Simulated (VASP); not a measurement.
# H2C2O3 in VASP: a series of runs

Runs on H2C2O3. Level: PBEsol. Tasks: single point.

Everything below comes from runs of VASP 6.6.1. Logs are shortened: lines on timing, memory, paths and dates and some standing lists are left out, and cuts for length are marked.

### 1 The cell of the first run

The cell holds a disordered packing, 21 atoms: a = 7.133 Å, b = 7.133 Å, c = 7.133 Å, α = 90.00°, β = 90.00°, γ = 90.00°.

### 2 Single point, PBEsol

Contents of INCAR:

```
ALGO = Normal
EDIFF = 1E-6
ENCUT = 520
GGA = PS
ISIF = 2
ISMEAR = -1
LASPH = T
LCHARG = F
LREAL = Auto
LWAVE = F
NBANDS = 58
NELM = 60
PREC = Accurate
SIGMA = 0.02
```

Contents of KPOINTS:

```
k-points
0
Gamma
  1 1 1
```

Contents of POSCAR:

```
H2C2O3
1.0
    7.1334920000      0.0000000000      0.0000000000
    0.0000000000      7.1334920000      0.0000000000
    0.0000000000      0.0000000000      7.1334920000
O C H
9 6 6
Direct
    0.7579317395      0.0059998665      0.7752304201
    0.8211686506      0.2080327559      1.0124073876
    0.7236848377      0.6678215942      0.1213851505
    0.5904821930      0.9396379781      0.1766175668
    0.0850915653      0.4652980616      0.1240065875
    0.2434572016      0.4026078672     -0.1440528706
   -0.0082007522      0.4094348182      0.5225771614
    1.1101855865      0.8637004149      0.2666856569
    0.4707091562      0.2312612112      0.4270278848
    0.8723497552      0.1399314669      0.8691395462
    0.6919892810      0.8123651081      0.2257800247
    0.2176914196      0.4954796333     -0.0085792484
   -0.0291722483      0.5160305780      0.6441024957
    1.2130945125      0.8661396130      0.3845241573
    0.5811038969      0.3418381909      0.4718726817
    0.6557657876      0.0078643111      0.8727282515
    0.9902583475      0.1594590700      0.7949542805
    0.6550228135      0.6972041183      0.0000700919
    0.7648428007      0.8321870971      0.3435624516
   -0.0409196506      0.3986967393      0.0852597858
    0.3249180065      0.6002530037      0.0592977465
```

Potentials or basis: VASP PAW PBE potentials, release 64 (O, C, H).

On the command line:

```console
> cat potpaw_PBE.64/O/POTCAR potpaw_PBE.64/C/POTCAR potpaw_PBE.64/H/POTCAR > POTCAR
> mpirun -np 1 vasp_gam > vasp.out
```

OUTCAR:

```text
EDIFF = 1E-6
   ENCUT = 520
   GGA = PS
   ISIF = 2
   ISMEAR = -1
   LASPH = T
   LREAL = Auto
   NELM = 60
   PREC = Accurate

 ion  position               nearest neighbor table
   1  0.758  0.006  0.775-  16 1.01  10 1.42
   2  0.821  0.208  0.012-  10 1.19
   3  0.724  0.668  0.121-  18 1.02  11 1.29
   4  0.590  0.940  0.177-  11 1.21
   5  0.085  0.465  0.124-  20 1.05  12 1.35
   6  0.243  0.403  0.856-  12 1.19
   7  0.992  0.409  0.523-  13 1.16
   8  0.110  0.864  0.267-  14 1.12
   9  0.471  0.231  0.427-  15 1.16
  10  0.872  0.140  0.869-  17 1.00   2 1.19   1 1.42
  11  0.692  0.812  0.226-  19 1.00   4 1.21   3 1.29
  12  0.218  0.495  0.991-  21 1.17   6 1.19   5 1.35
  13  0.971  0.516  0.644-   7 1.16
  14  0.213  0.866  0.385-   8 1.12
  15  0.581  0.342  0.472-   9 1.16
  16  0.656  0.008  0.873-   1 1.01
  17  0.990  0.159  0.795-  10 1.00
  18  0.655  0.697  0.000-   3 1.02
  19  0.765  0.832  0.344-  11 1.00
  20  0.959  0.399  0.085-   5 1.05
  21  0.325  0.600  0.059-  12 1.17

  LATTYP: Found a simple cubic cell.
 ALAT       =     7.1334920000

  Lattice vectors:

 A1 = (   7.1334920000,   0.0000000000,   0.0000000000)
 A2 = (   0.0000000000,   7.1334920000,   0.0000000000)
 A3 = (   0.0000000000,   0.0000000000,   7.1334920000)

Analysis of symmetry for initial positions (statically):
=====================================================================
 Subroutine PRICEL returns:
 Original cell was already a primitive cell.

 Routine SETGRP: Setting up the symmetry group for a
 simple cubic supercell.

 Subroutine GETGRP returns: Found  1 space group operations
 (whereof  1 operations were pure point group operations)
 out of a pool of 48 trial point group operations.

The static configuration has the point symmetry C_1 .

Analysis of symmetry for dynamics (positions and initial velocities):
=====================================================================
 Subroutine PRICEL returns:
 Original cell was already a primitive cell.

 Routine SETGRP: Setting up the symmetry group for a
 simple cubic supercell.

 Subroutine GETGRP returns: Found  1 space group operations
 (whereof  1 operations were pure point group operations)
 out of a pool of 48 trial point group operations.

The dynamic configuration has the point symmetry C_1 .

 Subroutine INISYM returns: Found  1 space group operations
 (whereof  1 operations are pure point group operations),
 and found     1 'primitive' translations

----------------------------------------------------------------------------------------

                                     Primitive cell

  volume of cell :     362.9999

  direct lattice vectors                    reciprocal lattice vectors
     7.133492000  0.000000000  0.000000000     0.140183798  0.000000000  0.000000000
     0.000000000  7.133492000  0.000000000     0.000000000  0.140183798  0.000000000
     0.000000000  0.000000000  7.133492000     0.000000000  0.000000000  0.140183798

  length of vectors
     7.133492000  7.133492000  7.133492000     0.140183798  0.140183798  0.140183798

  position of ions in fractional coordinates (direct lattice)
     0.757931740  0.005999866  0.775230420
     0.821168651  0.208032756  0.012407388
     0.723684838  0.667821594  0.121385150
     0.590482193  0.939637978  0.176617567
     0.085091565  0.465298062  0.124006587
     0.243457202  0.402607867  0.855947129
     0.991799248  0.409434818  0.522577161
     0.110185587  0.863700415  0.266685657
     0.470709156  0.231261211  0.427027885
     0.872349755  0.139931467  0.869139546
     0.691989281  0.812365108  0.225780025
     0.217691420  0.495479633  0.991420752
     0.970827752  0.516030578  0.644102496
     0.213094512  0.866139613  0.384524157
     0.581103897  0.341838191  0.471872682
     0.655765788  0.007864311  0.872728251
     0.990258348  0.159459070  0.794954281
     0.655022813  0.697204118  0.000070092
     0.764842801  0.832187097  0.343562452
     0.959080349  0.398696739  0.085259786
     0.324918006  0.600253004  0.059297747

  ion indices of the primitive-cell ions
   primitive index   ion index
                 1           1
                 2           2
                 3           3
                 4           4
                 5           5
                 6           6
                 7           7
                 8           8
                 9           9
                10          10
                11          11
                12          12
                13          13
                14          14
                15          15
                16          16
                17          17
                18          18
                19          19
                20          20
                21          21

----------------------------------------------------------------------------------------

 KPOINTS: k-points

Automatic generation of k-mesh.
 Grid dimensions read from file:
 generate k-points for:    1    1    1

 Generating k-lattice:

  Cartesian coordinates                     Fractional coordinates (reciprocal lattice)
     0.140183798  0.000000000  0.000000000     1.000000000  0.000000000  0.000000000
     0.000000000  0.140183798  0.000000000     0.000000000  1.000000000  0.000000000
     0.000000000  0.000000000  0.140183798     0.000000000  0.000000000  1.000000000

  Length of vectors
     0.140183798  0.140183798  0.140183798

  Shift w.r.t. Gamma in fractional coordinates (k-lattice)
     0.000000000  0.000000000  0.000000000

 Subroutine IBZKPT returns following result:
 ===========================================

 Found      1 irreducible k-points:

 Following reciprocal coordinates:
            Coordinates               Weight
  0.000000  0.000000  0.000000      1.000000
   k-points           NKPTS =      1   k-points in BZ     NKDIM =      1   number of bands    NBANDS=     58
   number of dos      NEDOS =    301   number of ions     NIONS =     21
   total plane-waves  NPLWV = 157464
   dimension x,y,z NGX =    54 NGY =   54 NGZ =   54
   dimension x,y,z NGXF=   108 NGYF=  108 NGZF=  108
   ions per type =               9   6   6
   NGX,Y,Z   is equivalent  to a cutoff of  12.58, 12.58, 12.58 a.u.
   NGXF,Y,Z  is equivalent  to a cutoff of  25.17, 25.17, 25.17 a.u.
 SYSTEM =  unknown system
   PREC   = accura    normal or accurate (medium, high low for compatibility)
   ISTART =      0    job   : 0-new  1-cont  2-samecut
   ICHARG =      2    charge: 1-file 2-atom 10-const
   ISPIN  =      1    spin polarized calculation?
   LNONCOLLINEAR =      F non collinear calculations
   LSORBIT =      F    spin-orbit coupling
   LASPH  =      T    aspherical Exc in radial PAW
   ENCUT  =  520.0 eV  38.22 Ry    6.18 a.u.  13.26 13.26 13.26*2*pi/ulx,y,z
   NELM   =     60;   NELMIN=  2; NELMDL= -5     # of ELM steps
   EDIFF  = 0.1E-05   stopping-criterion for ELM
   LREAL  =      T    real-space projection
   EDIFFG = 0.1E-04   stopping-criterion for IOM
   NSW    =      0    number of steps for IOM
   IBRION =     -1    ionic relax: 0-MD 1-quasi-New 2-CG
   NFREE  =      0    steps in history (QN), initial steepest desc. (CG)
   ISIF   =      2    stress and relaxation
   ISYM   =      2    0-nonsym 1-usesym 2-fastsym
   POTIM  = 0.5000    time-step for ionic-motion
   TEBEG  =    0.0;   TEEND  =   0.0 temperature during run
   PSTRESS=    0.0 pullay stress
   NELECT =      84.0000    total number of electrons
   NUPDOWN=      -1.0000    fix difference up-down
   EMIN   =  10.00;   EMAX   =-10.00  energy-range for DOS
   EFERMI =   0.00;   METHOD = LEGACY
   ISMEAR =    -1;   SIGMA  =   0.02  broadening in eV -4-tet -1-fermi 0-gaus
   EFERMI_NEDOS =   21; number of points for ismear=-14 and -15
   IALGO  =     38    algorithm
   IMIX   =      4    mixing-type and parameters
     AMIX     =   0.40;   BMIX     =  1.00
     AMIX_MAG =   1.60;   BMIX_MAG =  1.00
  volume/ion in A,a.u.               =      17.29       116.65
  Fermi-wavevector in a.u.,A,eV,Ry     =   1.005076  1.899319 13.744314  1.010179
  Thomas-Fermi vector in A             =   2.137733
   LORBIT       =      0    0 simple, 1 ext, 2 COOP (PROOUT), +10 PAW based schemes
   GGA     = PS    functional components
   LHFCALC =     F    Hartree Fock is set to
   AEXX    =    0.0000 exact exchange contribution
   IVDW    =     0    specifies the selected vdW correction
   LEPSILON=     F    determine dielectric tensor
   LRPA    =     F    only Hartree local field effects (RPA)
 non-spin polarized calculation
  energy-cutoff  :      520.00
  volume of cell :      363.00
 maximum number of plane-waves:      4886
 NGX is ok and might be reduce to    54
   NGX = 27   NGY = 27   NGZ = 27

 number of electron      84.0000001 magnetization

 Free energy of the ion-electron system (eV)
  ---------------------------------------------------
  ext. energy  EPLUGINS =         0.00000000
  ---------------------------------------------------
  free energy    TOTEN  =      -136.40540240 eV

  energy without entropy =     -136.40540240  energy(sigma->0) =     -136.40540240

 E-fermi :  -2.9836     XC(G=0):  -6.2794

 val. band max:       -3.5341668823   @ k =   0.0000   0.0000   0.0000
 cond. band min:       0.8343550657   @ k =   0.0000   0.0000   0.0000
 fundamental gap:      4.3685219480
 Fermi energy:        -2.9835534388

 k-point     1 :       0.0000    0.0000    0.0000
  band No.  band energies     occupation
      1     -26.1613      2.00000
      2     -25.5249      2.00000
      3     -25.2437      2.00000
      4     -25.1348      2.00000
      5     -25.1267      2.00000
      6     -24.2771      2.00000
      7     -22.7489      2.00000
      8     -22.6003      2.00000
      9     -22.1171      2.00000
     10     -13.7038      2.00000
     11     -13.3311      2.00000
     12     -12.6445      2.00000
     13     -10.7201      2.00000
     14     -10.4071      2.00000
     15     -10.3360      2.00000
     16     -10.2256      2.00000
     17      -9.7439      2.00000
     18      -9.5261      2.00000
     19      -9.0787      2.00000
     20      -9.0210      2.00000
     21      -8.7028      2.00000
     22      -8.6274      2.00000
     23      -8.4724      2.00000
     24      -8.3998      2.00000
     25      -8.2983      2.00000
     26      -8.0928      2.00000
     27      -7.8799      2.00000
     28      -7.8308      2.00000
     29      -7.7396      2.00000
     30      -7.4991      2.00000
     31      -7.3502      2.00000
     32      -6.6857      2.00000
     33      -5.7735      2.00000
     34      -5.6630      2.00000
     35      -5.4350      2.00000
     36      -5.3089      2.00000
     37      -5.0581      2.00000
     38      -4.9470      2.00000
     39      -4.4819      2.00000
     40      -4.0643      2.00000
     41      -3.7002      2.00000
     42      -3.5342      2.00000
     43       0.8344      0.00000
     44       1.1594      0.00000
     45       1.2119      0.00000
     46       1.3078      0.00000
     47       1.4563      0.00000
     48       1.5178      0.00000
     49       1.7741      0.00000
     50       1.8659      0.00000
     51       2.0326      0.00000
     52       2.5910      0.00000
     53       3.9705      0.00000
     54       4.7196      0.00000
 [bands above 54 left out]

------------------------ aborting loop because EDIFF is reached ----------------------------------------

  FORCE on cell =-STRESS in cart. coord.  units (eV):
  Direction    XX          YY          ZZ          XY          YZ          ZX
  --------------------------------------------------------------------------------------
  -------------------------------------------------------------------------------------
  Total        3.7736319      0.6268478      7.1025541     -3.9819205      0.1120514      0.3482089
  in kB       16.6557266      2.7667261     31.3486323    -17.5750524      0.4945625      1.5368942
  external PRESSURE =      16.9236950 kB  Pullay stress =       0.0000000 kB

 VOLUME and BASIS-vectors are now :
 -----------------------------------------------------------------------------
  energy-cutoff  :      520.00
  volume of cell :      363.00
      direct lattice vectors                 reciprocal lattice vectors
     7.133492000  0.000000000  0.000000000     0.140183798  0.000000000  0.000000000
     0.000000000  7.133492000  0.000000000     0.000000000  0.140183798  0.000000000
     0.000000000  0.000000000  7.133492000     0.000000000  0.000000000  0.140183798

 POSITION                                       TOTAL-FORCE (eV/Angst)
 -----------------------------------------------------------------------------------
      5.40670      0.04280      5.53010         0.634917      1.628166      1.978336
      5.85780      1.48400      0.08851        -0.247960      1.548950      1.821638
      5.16240      4.76390      0.86590         0.030294     -1.595504     -1.804137
      4.21220      6.70290      1.25990        -1.176714      0.824918     -0.672586
      0.60700      3.31920      0.88460        -1.117037      0.552500     -0.680324
      1.73670      2.87200      6.10589         0.332587     -0.842848     -2.526873
      7.07499      2.92070      3.72780        -0.157023      1.435766      1.608417
      0.78601      6.16120      1.90240        -2.100182      0.093067     -2.474132
      3.35780      1.64970      3.04620         1.402906      1.513522      0.620206
      6.22290      0.99820      6.20000        -3.925855     -3.209685     -1.090628
      4.93630      5.79500      1.61060        -2.015660      1.397188     -2.611168
      1.55290      3.53450      7.07229         0.227702      0.523148      4.260894
      6.92539      3.68110      4.59470         0.175679     -1.328420     -1.748223
      1.52011      6.17860      2.74300         2.165741     -0.005501      2.543753
      4.14530      2.43850      3.36610        -1.640562     -1.430212     -0.582186
      4.67790      0.05610      6.22560        -0.158427     -0.491206     -0.625053
      7.06400      1.13750      5.67080         3.711903      0.819026     -1.959179
      4.67260      4.97350      0.00050         0.529667     -0.523240      0.904526
      5.45600      5.93640      2.45080         2.454916     -0.396124      3.964640
      6.84159      2.84410      0.60820         1.846463      0.126013      0.015803
      2.31780      4.28190      0.42300        -0.973355     -0.639525     -0.943724
 -----------------------------------------------------------------------------------
    total drift:                                0.012474     -0.011642      0.004698

  FREE ENERGIE OF THE ION-ELECTRON SYSTEM (eV)
  ---------------------------------------------------
  free  energy   TOTEN  =      -136.4054024000 eV

  energy  without entropy=     -136.4054024000  energy(sigma->0) =     -136.40540240
```

It took 91 s on 1 thread of Intel Xeon 8259CL, shared host; peak memory 0.37 GiB.

Results:

```yaml
Free_energy: -136.4054 eV
Pressure: 1.7 GPa
Largest_force: 5.187 eV/Å
```

Forces in eV/Å, atoms in the order of the input:
```
O    0.635  1.628  1.978
O   -0.248  1.549  1.822
O    0.030 -1.596 -1.804
O   -1.177  0.825 -0.673
O   -1.117  0.552 -0.680
O    0.333 -0.843 -2.527
O   -0.157  1.436  1.608
O   -2.100  0.093 -2.474
O    1.403  1.514  0.620
C   -3.926 -3.210 -1.091
C   -2.016  1.397 -2.611
C    0.228  0.523  4.261
C    0.176 -1.328 -1.748
C    2.166 -0.006  2.544
C   -1.641 -1.430 -0.582
H   -0.158 -0.491 -0.625
H    3.712  0.819 -1.959
H    0.530 -0.523  0.905
H    2.455 -0.396  3.965
H    1.846  0.126  0.016
H   -0.973 -0.640 -0.944
```

Caveat: the k points lie up to 0.88 Å⁻¹ apart, too coarse for converged energies, forces and pressures; the PAW data sets were made with another functional, which shifts forces and pressure a little.

### 3 Single point, PBEsol

Contents of INCAR:

```
SYSTEM = H2C2O3
PREC = Accurate
ENCUT = 520
EDIFF = 1E-7
ISMEAR = -1
SIGMA = 0.02
LREAL = Auto
LASPH = .TRUE.
NELM = 80
ALGO = Normal
ISIF = 2
LWAVE = .FALSE.
LCHARG = .FALSE.
GGA = PS
NBANDS = 58
```

Contents of KPOINTS:

```
Automatic mesh
0
G
  1 1 1
  0 0 0
```

Contents of POSCAR:

```
H2C2O3
1.0
    7.1334920000      0.0000000000      0.0000000000
    0.0000000000      7.1334920000      0.0000000000
    0.0000000000      0.0000000000      7.1334920000
O C H
9 6 6
Direct
    0.7198998751      0.0052709108      0.7444320397
    0.8119866119      0.1261513996      1.0511682077
    0.7300211453      0.6828773341      0.2011777682
    0.5032878708      0.9204047611      0.1494639652
    0.0490222741      0.4776202174      0.0548118649
    0.3295580902      0.4119721449     -0.0897596857
    0.0419009372      0.3801364044      0.5758610229
    1.1057697969      0.8418037057      0.2583727577
    0.4724193985      0.3332168873      0.4994187980
    0.8304207813      0.0754889751      0.8860597306
    0.5570763940      0.7641278633      0.1815239997
    0.2279108184      0.5098344541      0.0008551212
   -0.0684938036      0.4742978614      0.5074513296
    1.0721116670      0.8311917922      0.4160514934
    0.5446981647      0.4535646777      0.4241821537
    0.5840898118      0.0513072700      0.7797163016
    0.9967628757      0.0386767098      0.8113557848
    0.8128557514      0.7888282485      0.1692579174
    0.4533684204      0.6410885440      0.2323266081
    0.0034905766      0.3456511902      0.0541670195
    0.2810825329      0.6561022288      0.0152099421
```

Potentials or basis: VASP PAW PBE potentials, release 64 (O, C, H).

On the command line:

```console
> cat potpaw_PBE.64/O/POTCAR potpaw_PBE.64/C/POTCAR potpaw_PBE.64/H/POTCAR > POTCAR
> mpirun -np 1 vasp_gam > vasp.out
```

Wall time 1.7 min (1 thread of Intel Xeon 8259CL, shared host); peak memory 0.36 GiB.

Results (log left out):

| Property | Result |
| --- | --- |
| Free energy | -135.5444 eV |
| Pressure | -1.3 GPa |
| Largest force | 4.896 eV/Å |

Forces on the atoms (eV/Å):
```
O   -2.378  2.436  2.725
O   -0.496 -0.026 -2.754
O   -0.872  2.202 -0.977
O    0.645  0.598 -0.640
O    0.566  0.352  0.589
O    0.825 -2.095 -0.533
O   -0.101 -0.012 -0.089
O   -0.296  0.035  1.052
O   -0.423 -0.844  0.407
C    4.341 -2.018 -1.024
C   -1.612 -3.520  1.985
C   -0.886  1.257 -0.730
C    0.202 -0.072  0.152
C    0.383  0.159 -0.853
C    0.211  0.091  0.163
H    1.625 -1.026 -0.626
H   -2.718  1.001  1.575
H    0.644 -0.230 -0.027
H    1.090  1.525 -0.866
H    0.339  0.077 -0.278
H   -1.091  0.110  0.748
```

Stress tensor (GPa, compression positive):
```
-1.70  0.37  0.63
 0.37  0.12 -0.85
 0.63 -0.85 -2.24
```

Levels at points of the mesh, in eV from the Fermi level:
```csv
k point,band 39,band 40,band 41,band 42,band 43,band 44,band 45,band 46
"(0.00, 0.00, 0.00)",-2.08,-1.44,-0.72,-0.49,3.02,3.39,3.54,3.65
```

Caveat: the k points lie up to 0.88 Å⁻¹ apart, too coarse for converged energies, forces and pressures; the atoms stand as in a frame of molecular dynamics; the PAW data sets were made with another functional, which shifts forces and pressure a little.

(Continued in part 2 of 2.)
